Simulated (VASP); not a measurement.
# NaCl (P-3m1) in VASP: further runs

Runs on NaCl. Level: PBE+D3(BJ). Tasks: single point, relaxation of cell and atoms.

Everything below comes from runs of VASP 6.6.1. Logs are shortened: lines on timing, memory, paths and dates and some standing lists are left out, and cuts for length are marked.

**1. The cell of the first run**

It takes space group P-3m1 (No. 164, trigonal). The conventional cell has a = 3.444 Å, b = 3.444 Å, c = 8.614 Å, α = 90.00°, β = 90.00°, γ = 120.00°. Na (site symmetry 3m) has 3 Cl at 2.52 Å and 3 Na at 3.22 Å within 3.3 Å. Within 3.3 Å of Cl (site symmetry 3m) lie 3 Na at 2.52 Å and 1 Cl at 2.97 Å.

**2. Single point, PBE+D3(BJ)**

Contents of INCAR:

```
SYSTEM = NaCl
  ALGO = Normal
  EDIFF = 1E-6
  ENCUT = 520
  GGA = PE
  ISIF = 2
  ISMEAR = 0
  IVDW = 12
  LASPH = .TRUE.
  LCHARG = .FALSE.
  LREAL = .FALSE.
  LWAVE = .FALSE.
  NBANDS = 22
  NELM = 80
  PREC = Accurate
  SIGMA = 0.1
```

Contents of KPOINTS:

```
k-points
0
G
  6 6 2
  0 0 0
```

Contents of POSCAR:

```
NaCl
1.0
    3.4438928200      0.0000000000      0.0000000000
   -1.7219464100      2.9824986700      0.0000000000
    0.0000000000      0.0000000000      8.6136811700
Na Cl
2 2
Direct
    0.6666666700      0.3333333300      0.8528782300
    0.3333333300      0.6666666700      0.1471217700
    0.0000000000      0.0000000000      0.6724001600
    0.0000000000      0.0000000000      0.3275998400
```

Potentials or basis: VASP PAW PBE potentials, release 64 (Na_pv, Cl).

Command:

```console
cat potpaw_PBE.64/Na_pv/POTCAR potpaw_PBE.64/Cl/POTCAR > POTCAR
mpirun -np 1 vasp_std > vasp.out
```

OUTCAR:

```text
SYSTEM = NaCl
   EDIFF = 1E-6
   ENCUT = 520
   GGA = PE
   ISIF = 2
   ISMEAR = 0
   IVDW = 12
   LASPH = .TRUE.
   LREAL = .FALSE.
   NELM = 80
   PREC = Accurate
 IVDW          = 12

 ion  position               nearest neighbor table
   1  0.667  0.333  0.853-   3 2.52   3 2.52   3 2.52
   2  0.333  0.667  0.147-   4 2.52   4 2.52   4 2.52
   3  0.000  0.000  0.672-   1 2.52   1 2.52   1 2.52
   4  0.000  0.000  0.328-   2 2.52   2 2.52   2 2.52

  LATTYP: Found a hexagonal cell.
 ALAT       =     3.4438928200
 C/A-ratio  =     2.5011467024

  Lattice vectors:

 A1 = (   3.4438928200,   0.0000000000,   0.0000000000)
 A2 = (  -1.7219464100,   2.9824986700,   0.0000000000)
 A3 = (   0.0000000000,   0.0000000000,   8.6136811700)

Analysis of symmetry for initial positions (statically):
=====================================================================
 Subroutine PRICEL returns:
 Original cell was already a primitive cell.

 Routine SETGRP: Setting up the symmetry group for a
 hexagonal supercell.

 Subroutine GETGRP returns: Found 12 space group operations
 (whereof 12 operations were pure point group operations)
 out of a pool of 24 trial point group operations.

The static configuration has the point symmetry D_3d.

Analysis of symmetry for dynamics (positions and initial velocities):
=====================================================================
 Subroutine PRICEL returns:
 Original cell was already a primitive cell.

 Routine SETGRP: Setting up the symmetry group for a
 hexagonal supercell.

 Subroutine GETGRP returns: Found 12 space group operations
 (whereof 12 operations were pure point group operations)
 out of a pool of 24 trial point group operations.

The dynamic configuration has the point symmetry D_3d.

 Subroutine INISYM returns: Found 12 space group operations
 (whereof 12 operations are pure point group operations),
 and found     1 'primitive' translations

----------------------------------------------------------------------------------------

                                     Primitive cell

  volume of cell :      88.4746

  direct lattice vectors                    reciprocal lattice vectors
     3.443892820  0.000000000  0.000000000     0.290369083  0.167644668  0.000000000
    -1.721946410  2.982498670  0.000000000     0.000000000  0.335289336  0.000000000
     0.000000000  0.000000000  8.613681170     0.000000000  0.000000000  0.116094383

  length of vectors
     3.443892820  3.443892820  8.613681170     0.335289336  0.335289336  0.116094383

  position of ions in fractional coordinates (direct lattice)
     0.666666670  0.333333330  0.852878230
     0.333333330  0.666666670  0.147121770
     0.000000000  0.000000000  0.672400160
     0.000000000  0.000000000  0.327599840

  ion indices of the primitive-cell ions
   primitive index   ion index
                 1           1
                 2           2
                 3           3
                 4           4

----------------------------------------------------------------------------------------

 KPOINTS: k-points

Automatic generation of k-mesh.
 Grid dimensions read from file:
 generate k-points for:    6    6    2

 Generating k-lattice:

  Cartesian coordinates                     Fractional coordinates (reciprocal lattice)
     0.048394847  0.027940778  0.000000000     0.166666667  0.000000000  0.000000000
     0.000000000  0.055881556  0.000000000     0.000000000  0.166666667  0.000000000
     0.000000000  0.000000000  0.058047191     0.000000000  0.000000000  0.500000000

  Length of vectors
     0.055881556  0.055881556  0.058047191

  Shift w.r.t. Gamma in fractional coordinates (k-lattice)
     0.000000000  0.000000000  0.000000000

 Subroutine IBZKPT returns following result:
 ===========================================

 Found     14 irreducible k-points:

 Following reciprocal coordinates:
            Coordinates               Weight
  0.000000  0.000000  0.000000      1.000000
  0.166667 -0.000000  0.000000      6.000000
  0.333333 -0.000000  0.000000      6.000000
  0.500000 -0.000000  0.000000      3.000000
  0.166667  0.166667  0.000000      6.000000
  0.333333  0.166667  0.000000     12.000000
  0.333333  0.333333  0.000000      2.000000
  0.000000  0.000000  0.500000      1.000000
  0.166667 -0.000000  0.500000      6.000000
  0.333333 -0.000000  0.500000      6.000000
  0.500000 -0.000000  0.500000      3.000000
  0.166667  0.166667  0.500000      6.000000
  0.333333  0.166667  0.500000     12.000000
  0.333333  0.333333  0.500000      2.000000
   k-points           NKPTS =     14   k-points in BZ     NKDIM =     14   number of bands    NBANDS=     22
   number of dos      NEDOS =    301   number of ions     NIONS =      4
   total plane-waves  NPLWV =  50176
   dimension x,y,z NGX =    28 NGY =   28 NGZ =   64
   dimension x,y,z NGXF=    56 NGYF=   56 NGZF=  128
   ions per type =               2   2
   NGX,Y,Z   is equivalent  to a cutoff of  13.52, 13.52, 12.35 a.u.
   NGXF,Y,Z  is equivalent  to a cutoff of  27.03, 27.03, 24.70 a.u.
 SYSTEM =  NaCl
   PREC   = accura    normal or accurate (medium, high low for compatibility)
   ISTART =      0    job   : 0-new  1-cont  2-samecut
   ICHARG =      2    charge: 1-file 2-atom 10-const
   ISPIN  =      1    spin polarized calculation?
   LNONCOLLINEAR =      F non collinear calculations
   LSORBIT =      F    spin-orbit coupling
   LASPH  =      T    aspherical Exc in radial PAW
   ENCUT  =  520.0 eV  38.22 Ry    6.18 a.u.   6.40  6.40 16.02*2*pi/ulx,y,z
   NELM   =     80;   NELMIN=  2; NELMDL= -5     # of ELM steps
   EDIFF  = 0.1E-05   stopping-criterion for ELM
   LREAL  =      F    real-space projection
   EDIFFG = 0.1E-04   stopping-criterion for IOM
   NSW    =      0    number of steps for IOM
   IBRION =     -1    ionic relax: 0-MD 1-quasi-New 2-CG
   NFREE  =      0    steps in history (QN), initial steepest desc. (CG)
   ISIF   =      2    stress and relaxation
   ISYM   =      2    0-nonsym 1-usesym 2-fastsym
   POTIM  = 0.5000    time-step for ionic-motion
   TEBEG  =    0.0;   TEEND  =   0.0 temperature during run
   PSTRESS=    0.0 pullay stress
   NELECT =      28.0000    total number of electrons
   NUPDOWN=      -1.0000    fix difference up-down
   EMIN   =  10.00;   EMAX   =-10.00  energy-range for DOS
   EFERMI =   0.00;   METHOD = LEGACY
   ISMEAR =     0;   SIGMA  =   0.10  broadening in eV -4-tet -1-fermi 0-gaus
   EFERMI_NEDOS =   21; number of points for ismear=-14 and -15
   IALGO  =     38    algorithm
   IMIX   =      4    mixing-type and parameters
     AMIX     =   0.40;   BMIX     =  1.00
     AMIX_MAG =   1.60;   BMIX_MAG =  1.00
  volume/ion in A,a.u.               =      22.12       149.26
  Fermi-wavevector in a.u.,A,eV,Ry     =   1.115633  2.108240 16.934309  1.244637
  Thomas-Fermi vector in A             =   2.252239
   LORBIT       =      0    0 simple, 1 ext, 2 COOP (PROOUT), +10 PAW based schemes
   GGA     = PE    functional components
   LHFCALC =     F    Hartree Fock is set to
   AEXX    =    0.0000 exact exchange contribution
   IVDW    =    12    specifies the selected vdW correction
   LEPSILON=     F    determine dielectric tensor
   LRPA    =     F    only Hartree local field effects (RPA)
 non-spin polarized calculation
 Gauss-broadening in eV      SIGMA  =   0.10
  energy-cutoff  :      520.00
  volume of cell :       88.47
 maximum number of plane-waves:      2403
 NGX is ok and might be reduce to    28
   NGX = 13   NGY = 13   NGZ = 33

 number of electron      27.9999991 magnetization

 Free energy of the ion-electron system (eV)
  ---------------------------------------------------
  ext. energy  EPLUGINS =         0.00000000
  ---------------------------------------------------
  free energy    TOTEN  =        -9.28957837 eV

  energy without entropy =       -9.27859220  energy(sigma->0) =       -9.28408528

 E-fermi :   0.9436     XC(G=0):  -8.2672

 val. band max:        0.9320901277   @ k =   0.1667  -0.0000   0.0000
 cond. band min:       1.0031315002   @ k =   0.0000   0.0000   0.5000
 fundamental gap:      0.0710413725
 Fermi energy:         0.9436071173

 k-point     1 :       0.0000    0.0000    0.0000
  band No.  band energies     occupation
      1     -22.4058      2.00000
      2     -22.3253      2.00000
      3     -22.2988      2.00000
      4     -22.2988      2.00000
      5     -22.2847      2.00000
      6     -22.2847      2.00000
[... 14 lines left out ...]
     21      13.0860      0.00000
     22      13.0953      0.00000

 k-point     2 :       0.1667   -0.0000    0.0000
  band No.  band energies     occupation
      1     -22.3971      2.00000
      2     -22.3390      2.00000
      3     -22.3076      2.00000
      4     -22.3044      2.00000
      5     -22.3016      2.00000
      6     -22.2876      2.00000
[... 14 lines left out ...]
     21      12.0888      0.00000
     22      12.2947      0.00000

 k-point     3 :       0.3333   -0.0000    0.0000
  band No.  band energies     occupation
      1     -22.3843      2.00000
      2     -22.3713      2.00000
      3     -22.3373      2.00000
      4     -22.3151      2.00000
      5     -22.3127      2.00000
      6     -22.2938      2.00000
[... 14 lines left out ...]
     21      11.1609      0.00000
     22      11.7653      0.00000
[... 226 lines left out ...]
 k-point    13 :       0.3333    0.1667    0.5000
  band No.  band energies     occupation
      1     -22.3811      2.00000
      2     -22.3779      2.00000
      3     -22.3468      2.00000
      4     -22.3265      2.00000
      5     -22.3138      2.00000
      6     -22.3068      2.00000
[... 14 lines left out ...]
     21      11.5322      0.00000
     22      11.8650      0.00000

 k-point    14 :       0.3333    0.3333    0.5000
  band No.  band energies     occupation
      1     -22.3682      2.00000
      2     -22.3682      2.00000
      3     -22.3671      2.00000
      4     -22.3368      2.00000
      5     -22.3158      2.00000
      6     -22.3158      2.00000
[... 14 lines left out ...]
     21      12.0923      0.00000
     22      12.0923      0.00000

------------------------ aborting loop because EDIFF is reached ----------------------------------------

 Edisp (eV)   -0.86412

 E8    (eV) :    -0.3588

  FORCE on cell =-STRESS in cart. coord.  units (eV):
  Direction    XX          YY          ZZ          XY          YZ          ZX
  --------------------------------------------------------------------------------------
  -------------------------------------------------------------------------------------
  Total       5.58069     5.58069    -0.72280    -0.00000    -0.00000    -0.00000
  in kB     101.06015   101.06015   -13.08911    -0.00000    -0.00000    -0.00000
  external pressure =       63.01 kB  Pullay stress =        0.00 kB

 VOLUME and BASIS-vectors are now :
 -----------------------------------------------------------------------------
  energy-cutoff  :      520.00
  volume of cell :       88.47
      direct lattice vectors                 reciprocal lattice vectors
     3.443892820  0.000000000  0.000000000     0.290369083  0.167644668  0.000000000
    -1.721946410  2.982498670  0.000000000     0.000000000  0.335289336  0.000000000
     0.000000000  0.000000000  8.613681170     0.000000000  0.000000000  0.116094383

 POSITION                                       TOTAL-FORCE (eV/Angst)
 -----------------------------------------------------------------------------------
      1.72195      0.99417      7.34642        -0.000000      0.000000     -0.876989
     -0.00000      1.98833      1.26726         0.000000     -0.000000      0.876989
      0.00000      0.00000      5.79184         0.000000      0.000000      0.925025
      0.00000      0.00000      2.82184         0.000000     -0.000000     -0.925025
 -----------------------------------------------------------------------------------
    total drift:                                0.000000      0.000000      0.000000

  FREE ENERGIE OF THE ION-ELECTRON SYSTEM (eV)
  ---------------------------------------------------
  free  energy   TOTEN  =       -10.1537004588 eV

  energy  without entropy=      -10.1427142935  energy(sigma->0) =      -10.14820738
```

Wall time 21 s (1 thread of Intel Xeon Platinum 8375C at 2.90GHz (Ice Lake), shared host); peak memory 0.21 GiB.

Results:

* Free energy: -10.1537 eV
* Pressure: 6.3 GPa
* Largest force: 0.925 eV/Å
* Band gap on the k mesh: zero (band 14 reaches 1.01 eV, above the bottom of band 15 at 0.93 eV)
* Dispersion energy per atom: -0.216 eV

Forces in eV/Å, atoms in the order of the input:
```
Na   0.000  0.000 -0.877
Na   0.000  0.000  0.877
Cl   0.000  0.000  0.925
Cl   0.000  0.000 -0.925
```

Caveat: the k points lie up to 0.36 Å⁻¹ apart; pairwise dispersion overbinds metals, which lowers pressure and volume.

**3. Relaxation of cell and atoms, PBE+D3(BJ)**

Contents of INCAR:

```
  ALGO = Normal
  EDIFF = 1E-6
  EDIFFG = -0.04
  ENCUT = 600
  GGA = PE
  IBRION = 2
  ISIF = 3
  ISMEAR = 0
  IVDW = 12
  LASPH = True
  LCHARG = False
  LREAL = False
  LWAVE = False
  NELM = 100
  NSW = 90
  PREC = Accurate
  SIGMA = 0.1
```

Contents of KPOINTS:

```
k-points
0
Gamma
  6 6 2
```

POSCAR is that of step 2.

Potentials or basis: VASP PAW PBE potentials, release 64 (Na_pv, Cl).

Command:

```console
cat potpaw_PBE.64/Na_pv/POTCAR potpaw_PBE.64/Cl/POTCAR > POTCAR
mpirun -np 1 vasp_std > vasp.out
```

It took 3.6 min on 1 thread of Intel Xeon Platinum 8375C at 2.90GHz (Ice Lake), shared host; peak memory 0.23 GiB.

Results (log left out):

| Property | Result |
| --- | --- |
| Free energy | -13.2329 eV |
| Relaxed volume | 34.95 Å³/atom |
| Relaxed cell | a = 4.487 Å, b = 4.487 Å, c = 8.019 Å, α = 90.00°, β = 90.00°, γ = 120.00° |
| Space group after relaxing (to 0.05 Å) | P-3m1 (No. 164) |
| Energy gained by relaxing | 769.7 meV/atom |
| Ionic steps | 16 |
| Pressure after relaxing | -0.1 GPa |
| Largest force after relaxing | 0.038 eV/Å |
| Band gap on the k mesh | 4.00 eV, indirect (least direct gap 4.09 eV) |
| Dispersion energy per atom | -0.130 eV |

Forces in eV/Å, atoms in the order of the input:
```
Na   0.000  0.000 -0.020
Na   0.000  0.000  0.020
Cl   0.000  0.000 -0.038
Cl   0.000  0.000  0.038
```

The path:
```
step  energy change (eV)  largest force (eV/Å)  pressure (GPa)  volume (Å³)
   1              0.0000                0.9248            6.29        88.47
   2             -0.8270                1.4008            2.70        99.88
   3             -1.9033                1.4646           -2.14       137.43
   4             -2.4979                0.9873           -1.53       135.27
   5             -2.8778                0.4233           -1.12       131.29
   6             -2.8951                0.2562           -1.07       129.93
   7             -3.0034                0.1403            1.09       120.82
   8             -3.0083                0.1607            0.70       122.22
   9             -3.0343                0.1477            0.43       126.11
  10             -3.0664                0.1092           -0.07       135.67
  11             -3.0698                0.0925           -0.22       139.42
  12             -3.0701                0.0867           -0.25       140.63
  13             -3.0726                0.0526            0.22       139.11
  14             -3.0738                0.0637            0.04       139.65
  15             -3.0764                0.0477           -0.01       139.71
  16             -3.0789                0.0383           -0.08       139.81
```

Final structure:
```
CELL_PARAMETERS angstrom
4.48675 0.00000 0.00000
-2.24338 3.88564 0.00000
0.00000 0.00000 8.01934
ATOMIC_POSITIONS crystal
Na 0.66667 0.33333 0.76337
Na 0.33333 0.66667 0.23663
Cl 0.00000 0.00000 0.76113
Cl 0.00000 0.00000 0.23887
```

Levels at points of the mesh, in eV from the valence-band top:
```
           k point  band 11  band 12  band 13  band 14  band 15  band 16  band 17  band 18
(0.00, 0.00, 0.00)    -0.74    -0.63    -0.63    -0.09     4.00     6.58     7.00     9.81
(0.50, 0.00, 0.00)    -0.92    -0.85    -0.72    -0.01     6.33     6.47     7.28     8.37
(0.00, 0.00, 0.50)    -0.70    -0.67    -0.67    -0.55     4.82     4.95     8.96     9.12
(0.50, 0.00, 0.50)    -0.81    -0.77    -0.61    -0.38     6.86     6.93     6.97     7.13
```

Caveat: the volume moved by over 15 % at a fixed basis, so the end points are rough. A k mesh can miss the band edges.
